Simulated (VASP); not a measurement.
# TiSi16 (a cell with a defect) in VASP: notebook

TiSi16 (a cell with a defect) is run at these levels: PBE; tasks: single point.

Everything below comes from runs of VASP 6.6.1. Logs are shortened: lines on timing, memory, paths and dates and some standing lists are left out, and cuts for length are marked.

**1. The cell of the first run**

The cell holds a defect, 17 atoms: a = 7.679 Å, b = 7.679 Å, c = 7.679 Å, α = 60.00°, β = 60.00°, γ = 60.00°.

**2. Single point, PBE**

INCAR reads:

```
ALGO = Normal ; EDIFF = 1E-6
ENCUT = 520 ; GGA = PE
ISIF = 2 ; ISMEAR = 0
LASPH = T ; LCHARG = F
LREAL = Auto ; LWAVE = F
NBANDS = 52 ; NELM = 60
PREC = Accurate ; SIGMA = 0.05
```

KPOINTS reads:

```
k-points
0
Gamma
  2 2 2
```

POSCAR reads:

```
TiSi16
1.0
    0.0000000000      5.4300000000      5.4300000000
    5.4300000000      0.0000000000      5.4300000000
    5.4300000000      5.4300000000      0.0000000000
Si Ti
16 1
Direct
    0.0348127993     -0.0119034070     -0.0109855433
    0.1354484346      0.1261941068      0.1268578269
   -0.0084506446      0.0085451197      0.5003033149
    0.1356136280      0.1261821363      0.6121097606
   -0.0081891344      0.4995650092      0.0091946593
    0.1354554328      0.6116285451      0.1268322284
   -0.0083302026      0.4996710866      0.5002383057
    0.0854340700      0.6379202578      0.6387852670
    0.5125925414      0.0081485267      0.0072393186
    0.6665075506      0.1117486188      0.1105674033
    0.5126630755      0.0081383978      0.4715656538
    0.6196355433      0.1484581952      0.6157517495
    0.5126929098      0.4724726519      0.0072148250
    0.6192362799      0.6168832413      0.1475364641
    0.4577968692      0.5144659300      0.5137677716
    0.6195944751      0.6167176796      0.6157740331
    0.4436318600      0.8526123389      0.8516931860
```

Potentials or basis: VASP PAW PBE potentials, release 64 (Si, Ti_sv).

Launch:

```
$ cat potpaw_PBE.64/Si/POTCAR potpaw_PBE.64/Ti_sv/POTCAR > POTCAR
$ mpirun -np 1 vasp_std > vasp.out
```

OUTCAR:

```text
EDIFF = 1E-6
   ENCUT = 520
   GGA = PE
   ISIF = 2
   ISMEAR = 0
   LASPH = T
   LREAL = Auto
   NELM = 60
   PREC = Accurate

 ion  position               nearest neighbor table
   1  0.035  0.988  0.989-  10 2.31   6 2.37   2 2.37   4 2.37  17 2.56
   2  0.135  0.126  0.127-   5 2.34   3 2.35   9 2.37   1 2.37  17 2.99
   3  0.992  0.009  0.500-   8 2.33  12 2.33   2 2.35   4 2.35
   4  0.136  0.126  0.612-   7 2.35   3 2.35  11 2.37   1 2.37  17 2.99
   5  0.992  0.500  0.009-   8 2.33  14 2.34   6 2.34   2 2.34
   6  0.135  0.612  0.127-   5 2.34   7 2.34   1 2.37  13 2.37  17 2.99
   7  0.992  0.500  0.500-   8 2.33  16 2.34   6 2.34   4 2.35
   8  0.085  0.638  0.639-   5 2.33   7 2.33   3 2.33  15 2.33
   9  0.513  0.008  0.007-  10 2.27   2 2.37  17 2.41  14 2.46  12 2.46
  10  0.667  0.112  0.111-  13 2.27   9 2.27  11 2.27   1 2.31
  11  0.513  0.008  0.472-  10 2.27   4 2.37  17 2.41  16 2.46  12 2.46
  12  0.620  0.148  0.616-  15 2.31   3 2.33  11 2.46   9 2.46  17 2.60
  13  0.513  0.472  0.007-  10 2.27   6 2.37  17 2.41  14 2.46  16 2.46
  14  0.619  0.617  0.148-  15 2.31   5 2.34   9 2.46  13 2.46  17 2.60
  15  0.458  0.514  0.514-  12 2.31  16 2.31  14 2.31   8 2.33
  16  0.620  0.617  0.616-  15 2.31   7 2.34  11 2.46  13 2.46  17 2.60
  17  0.444  0.853  0.852-   9 2.41  11 2.41  13 2.41   1 2.56  14 2.60  16 2.60  12 2.60   4 2.99
                             2 2.99   6 2.99

  LATTYP: Found a face centered cubic cell.
 ALAT       =    10.8600000000

  Lattice vectors:

 A1 = (   0.0000000000,   5.4300000000,   5.4300000000)
 A2 = (   5.4300000000,   0.0000000000,   5.4300000000)
 A3 = (   5.4300000000,   5.4300000000,   0.0000000000)

Analysis of symmetry for initial positions (statically):
=====================================================================
 Subroutine PRICEL returns:
 Original cell was already a primitive cell.

 Routine SETGRP: Setting up the symmetry group for a
 face centered cubic supercell.

 Subroutine GETGRP returns: Found  1 space group operations
 (whereof  1 operations were pure point group operations)
 out of a pool of 48 trial point group operations.

The static configuration has the point symmetry C_1 .

Analysis of symmetry for dynamics (positions and initial velocities):
=====================================================================
 Subroutine PRICEL returns:
 Original cell was already a primitive cell.

 Routine SETGRP: Setting up the symmetry group for a
 face centered cubic supercell.

 Subroutine GETGRP returns: Found  1 space group operations
 (whereof  1 operations were pure point group operations)
 out of a pool of 48 trial point group operations.

The dynamic configuration has the point symmetry C_1 .

 Subroutine INISYM returns: Found  1 space group operations
 (whereof  1 operations are pure point group operations),
 and found     1 'primitive' translations

----------------------------------------------------------------------------------------

                                     Primitive cell

  volume of cell :     320.2060

  direct lattice vectors                    reciprocal lattice vectors
     0.000000000  5.430000000  5.430000000    -0.092081031  0.092081031  0.092081031
     5.430000000  0.000000000  5.430000000     0.092081031 -0.092081031  0.092081031
     5.430000000  5.430000000  0.000000000     0.092081031  0.092081031 -0.092081031

  length of vectors
     7.679179644  7.679179644  7.679179644     0.159489025  0.159489025  0.159489025

  position of ions in fractional coordinates (direct lattice)
     0.034812799  0.988096593  0.989014457
     0.135448435  0.126194107  0.126857827
     0.991549355  0.008545120  0.500303315
     0.135613628  0.126182136  0.612109761
     0.991810866  0.499565009  0.009194659
     0.135455433  0.611628545  0.126832228
[... 9 lines left out ...]
     0.619594475  0.616717680  0.615774033
     0.443631860  0.852612339  0.851693186

  ion indices of the primitive-cell ions
   primitive index   ion index
                 1           1
                 2           2
                 3           3
                 4           4
                 5           5
                 6           6
[... 9 lines left out ...]
                16          16
                17          17

----------------------------------------------------------------------------------------

 KPOINTS: k-points

Automatic generation of k-mesh.
 Grid dimensions read from file:
 generate k-points for:    2    2    2

 Generating k-lattice:

  Cartesian coordinates                     Fractional coordinates (reciprocal lattice)
    -0.046040516  0.046040516  0.046040516     0.500000000  0.000000000  0.000000000
     0.046040516 -0.046040516  0.046040516     0.000000000  0.500000000  0.000000000
     0.046040516  0.046040516 -0.046040516     0.000000000  0.000000000  0.500000000

  Length of vectors
     0.079744512  0.079744512  0.079744512

  Shift w.r.t. Gamma in fractional coordinates (k-lattice)
     0.000000000  0.000000000  0.000000000

 Subroutine IBZKPT returns following result:
 ===========================================

 Found      8 irreducible k-points:

 Following reciprocal coordinates:
            Coordinates               Weight
  0.000000  0.000000  0.000000      1.000000
  0.500000  0.000000  0.000000      1.000000
  0.000000  0.500000  0.000000      1.000000
  0.000000  0.000000  0.500000      1.000000
  0.500000  0.500000  0.500000      1.000000
  0.500000  0.500000  0.000000      1.000000
  0.000000  0.500000  0.500000      1.000000
  0.500000  0.000000  0.500000      1.000000
   k-points           NKPTS =      8   k-points in BZ     NKDIM =      8   number of bands    NBANDS=     52
   number of dos      NEDOS =    301   number of ions     NIONS =     17
   total plane-waves  NPLWV = 216000
   dimension x,y,z NGX =    60 NGY =   60 NGZ =   60
   dimension x,y,z NGXF=   120 NGYF=  120 NGZF=  120
   ions per type =              16   1
   NGX,Y,Z   is equivalent  to a cutoff of  12.99, 12.99, 12.99 a.u.
   NGXF,Y,Z  is equivalent  to a cutoff of  25.98, 25.98, 25.98 a.u.
 SYSTEM =  unknown system
   PREC   = accura    normal or accurate (medium, high low for compatibility)
   ISTART =      0    job   : 0-new  1-cont  2-samecut
   ICHARG =      2    charge: 1-file 2-atom 10-const
   ISPIN  =      1    spin polarized calculation?
   LNONCOLLINEAR =      F non collinear calculations
   LSORBIT =      F    spin-orbit coupling
   LASPH  =      T    aspherical Exc in radial PAW
   ENCUT  =  520.0 eV  38.22 Ry    6.18 a.u.  14.28 14.28 14.28*2*pi/ulx,y,z
   NELM   =     60;   NELMIN=  2; NELMDL= -5     # of ELM steps
   EDIFF  = 0.1E-05   stopping-criterion for ELM
   LREAL  =      T    real-space projection
   EDIFFG = 0.1E-04   stopping-criterion for IOM
   NSW    =      0    number of steps for IOM
   IBRION =     -1    ionic relax: 0-MD 1-quasi-New 2-CG
   NFREE  =      0    steps in history (QN), initial steepest desc. (CG)
   ISIF   =      2    stress and relaxation
   ISYM   =      2    0-nonsym 1-usesym 2-fastsym
   POTIM  = 0.5000    time-step for ionic-motion
   TEBEG  =    0.0;   TEEND  =   0.0 temperature during run
   PSTRESS=    0.0 pullay stress
   NELECT =      76.0000    total number of electrons
   NUPDOWN=      -1.0000    fix difference up-down
   EMIN   =  10.00;   EMAX   =-10.00  energy-range for DOS
   EFERMI =   0.00;   METHOD = LEGACY
   ISMEAR =     0;   SIGMA  =   0.05  broadening in eV -4-tet -1-fermi 0-gaus
   EFERMI_NEDOS =   21; number of points for ismear=-14 and -15
   IALGO  =     38    algorithm
   IMIX   =      4    mixing-type and parameters
     AMIX     =   0.40;   BMIX     =  1.00
     AMIX_MAG =   1.60;   BMIX_MAG =  1.00
  volume/ion in A,a.u.               =      18.84       127.11
  Fermi-wavevector in a.u.,A,eV,Ry     =   1.013607  1.915439 13.978610  1.027399
  Thomas-Fermi vector in A             =   2.146786
   LORBIT       =      0    0 simple, 1 ext, 2 COOP (PROOUT), +10 PAW based schemes
   GGA     = PE    functional components
   LHFCALC =     F    Hartree Fock is set to
   AEXX    =    0.0000 exact exchange contribution
   IVDW    =     0    specifies the selected vdW correction
   LEPSILON=     F    determine dielectric tensor
   LRPA    =     F    only Hartree local field effects (RPA)
 non-spin polarized calculation
 Gauss-broadening in eV      SIGMA  =   0.05
  energy-cutoff  :      520.00
  volume of cell :      320.21
 maximum number of plane-waves:      8646
 NGX is ok and might be reduce to    60
   NGX = 29   NGY = 29   NGZ = 29

 number of electron      76.0000001 magnetization

 Free energy of the ion-electron system (eV)
  ---------------------------------------------------
  ext. energy  EPLUGINS =         0.00000000
  ---------------------------------------------------
  free energy    TOTEN  =       -91.65340165 eV

  energy without entropy =      -91.62789190  energy(sigma->0) =      -91.64064678

 E-fermi :   6.8986     XC(G=0):  -9.7604

 val. band max:        6.8726085577   @ k =   0.0000   0.0000   0.0000
 cond. band min:       6.9002318175   @ k =   0.0000   0.5000   0.0000
 fundamental gap:      0.0276232599
 Fermi energy:         6.8986348064

 k-point     1 :       0.0000    0.0000    0.0000
  band No.  band energies     occupation
      1     -49.9019      2.00000
      2     -26.2981      2.00000
      3     -26.2578      2.00000
      4     -26.2563      2.00000
      5      -5.6983      2.00000
      6      -3.5020      2.00000
[... 42 lines left out ...]
     49       8.3045      0.00000
     50       8.5935      0.00000

 k-point     2 :       0.5000    0.0000    0.0000
  band No.  band energies     occupation
      1     -49.9019      2.00000
      2     -26.2981      2.00000
      3     -26.2578      2.00000
      4     -26.2563      2.00000
      5      -4.9369      2.00000
      6      -4.8459      2.00000
[... 310 lines left out ...]
 k-point     8 :       0.5000    0.0000    0.5000
  band No.  band energies     occupation
      1     -49.9019      2.00000
      2     -26.2981      2.00000
      3     -26.2578      2.00000
      4     -26.2563      2.00000
      5      -4.6588      2.00000
      6      -4.5784      2.00000
[... 42 lines left out ...]
     49       9.8856      0.00000
     50      10.5089      0.00000
 [bands above 50 left out]

------------------------ aborting loop because EDIFF is reached ----------------------------------------

  FORCE on cell =-STRESS in cart. coord.  units (eV):
  Direction    XX          YY          ZZ          XY          YZ          ZX
  --------------------------------------------------------------------------------------
  -------------------------------------------------------------------------------------
  Total        8.2170805      8.2801117      8.2024729      0.8179245     -0.8281922      0.8618855
  in kB       41.1148432     41.4302252     41.0417530      4.0925530     -4.1439283      4.3125155
  external PRESSURE =      41.1956071 kB  Pullay stress =       0.0000000 kB

 VOLUME and BASIS-vectors are now :
 -----------------------------------------------------------------------------
  energy-cutoff  :      520.00
  volume of cell :      320.21
      direct lattice vectors                 reciprocal lattice vectors
     0.000000000  5.430000000  5.430000000    -0.092081031  0.092081031  0.092081031
     5.430000000  0.000000000  5.430000000     0.092081031 -0.092081031  0.092081031
     5.430000000  5.430000000  0.000000000     0.092081031  0.092081031 -0.092081031

 POSITION                                       TOTAL-FORCE (eV/Angst)
 -----------------------------------------------------------------------------------
     10.73571      5.55938      5.55440         0.035400     -0.043962     -0.032138
      1.37407      1.42432      1.42072        -0.044116      0.100520      0.098468
      2.76305      8.10076      5.43051        -0.099814      0.097267      0.057005
      4.00893      4.06014      1.42155        -0.095209      0.036722      0.094222
      2.76256      5.43546      8.09817        -0.073313      0.036650      0.073113
      4.00984      1.42422      4.05667        -0.101007      0.103407      0.047885
[... 9 lines left out ...]
      6.69243      6.70805      6.71318         0.065080      0.102527      0.101086
      9.25438      7.03361      7.03861         1.247541     -1.259354     -1.251218
 -----------------------------------------------------------------------------------
    total drift:                                0.000826     -0.005804      0.001659

  FREE ENERGIE OF THE ION-ELECTRON SYSTEM (eV)
  ---------------------------------------------------
  free  energy   TOTEN  =       -91.6534016490 eV

  energy  without entropy=      -91.6278919036  energy(sigma->0) =      -91.64064678
```

Wall time 8.2 min (1 thread of AMD EPYC 7R43 (Zen 3), shared host); peak memory 0.45 GiB.

Results:

```yaml
Free_energy: -91.6534 eV
Pressure: 4.1 GPa
Largest_force: 2.170 eV/Å
Band_gap_on_the_k_mesh: zero (band 38 reaches 6.91 eV, above the bottom of band 39 at 6.60 eV)
```

Forces on the atoms (eV/Å):
```
Si   0.035 -0.044 -0.032
Si  -0.044  0.101  0.098
Si  -0.100  0.097  0.057
Si  -0.095  0.037  0.094
Si  -0.073  0.037  0.073
Si  -0.101  0.103  0.048
Si  -0.052  0.091  0.093
Si  -0.101  0.089  0.105
Si  -0.219  0.121  0.124
Si  -0.045  0.055  0.035
Si  -0.126  0.227  0.126
Si  -0.099  0.099 -0.074
Si  -0.116  0.113  0.223
Si  -0.108 -0.031  0.108
Si  -0.069  0.061  0.072
Si   0.065  0.103  0.101
Ti   1.248 -1.259 -1.251
```

Levels at points of the mesh, in eV from the Fermi level:
| k point | band 34 | band 35 | band 36 | band 37 | band 38 | band 39 | band 40 | band 41 |
| --- | --- | --- | --- | --- | --- | --- | --- | --- |
| (0.00, 0.00, 0.00) | -1.11 | -1.11 | -0.80 | -0.60 | -0.30 | -0.30 | -0.03 | -0.03 |
| (0.50, 0.00, 0.00) | -2.04 | -1.36 | -1.35 | -0.28 | -0.15 | -0.15 | 0.66 | 0.66 |
| (0.00, 0.50, 0.00) | -1.78 | -1.36 | -1.34 | -0.18 | 0.00 | 0.14 | 0.42 | 0.61 |
| (0.00, 0.00, 0.50) | -1.78 | -1.35 | -1.35 | -0.18 | 0.00 | 0.14 | 0.42 | 0.61 |
| (0.50, 0.50, 0.50) | -1.78 | -1.36 | -1.35 | -0.18 | 0.00 | 0.14 | 0.42 | 0.61 |
| (0.50, 0.50, 0.00) | -2.03 | -1.94 | -1.81 | -0.43 | 0.01 | 0.40 | 0.80 | 1.08 |
| (0.00, 0.50, 0.50) | -2.03 | -1.94 | -1.81 | -0.43 | 0.01 | 0.40 | 0.80 | 1.08 |
| (0.50, 0.00, 0.50) | -2.03 | -1.94 | -1.81 | -0.43 | 0.02 | 0.40 | 0.80 | 1.08 |

Caveat: the k points lie up to 0.50 Å⁻¹ apart.

(Part 1 of 2 ends here.)
